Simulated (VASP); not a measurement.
Set up this calculation in VASP 6.6.1, as the native input.

```yaml
Task: single point
Functional: PBEsol
Potentials_or_basis: VASP PAW PBE potentials, release 64 (Fe, Si)
Cutoff: 520 eV
k_mesh: 18 × 18 × 18
Occupations: gaussian, width 0.05 eV
Spin: no spin polarisation
Dipole_correction: no
Further_INCAR_settings: ALGO = Normal; EDIFF = 1e-07; NBANDS = 13
```

The structure of FeSi lies in POSCAR:

```
FeSi
1.0
    2.5362042258      0.0000000000      0.0000000000
    0.0000000000      2.5362042258      0.0000000000
    0.0000000000      0.0000000000      2.5362042258
Fe Si
1 1
Direct
    0.0000000000      0.0000000000      0.0000000000
    0.5000000000      0.5000000000      0.5000000000
```

This cell differs from its parent crystal: volume scaled by 0.800.

These files were run (other wordings do the same):

INCAR

```
PREC = Accurate ; ENCUT = 520
EDIFF = 1E-7 ; ISMEAR = 0
SIGMA = 0.05 ; LREAL = False
LASPH = True ; NELM = 100
ALGO = Normal ; ISIF = 2
LWAVE = False ; LCHARG = False
GGA = PS ; NBANDS = 13
```

KPOINTS

```
Automatic mesh
0
Gamma
  18 18 18
```

Potentials or basis: VASP PAW PBE potentials, release 64 (Fe, Si).

Launch:

```bash
$ cat potpaw_PBE.64/Fe/POTCAR potpaw_PBE.64/Si/POTCAR > POTCAR
$ mpirun -np 1 vasp_std > vasp.out
```

Results of the run:

```json
{
 "Pressure": "97.6 GPa",
 "Band gap on the k mesh": "zero (band 6 reaches 15.67 eV, above the bottom of band 7 at 14.94 eV)"
}
```

Caveat: the PAW data sets were made with another functional, which shifts forces and pressure a little.

Run time: 15 s on 1 thread of Intel(R) Xeon(R) 6975P-C (Granite Rapids) (shared host), peak memory 0.16 GiB.
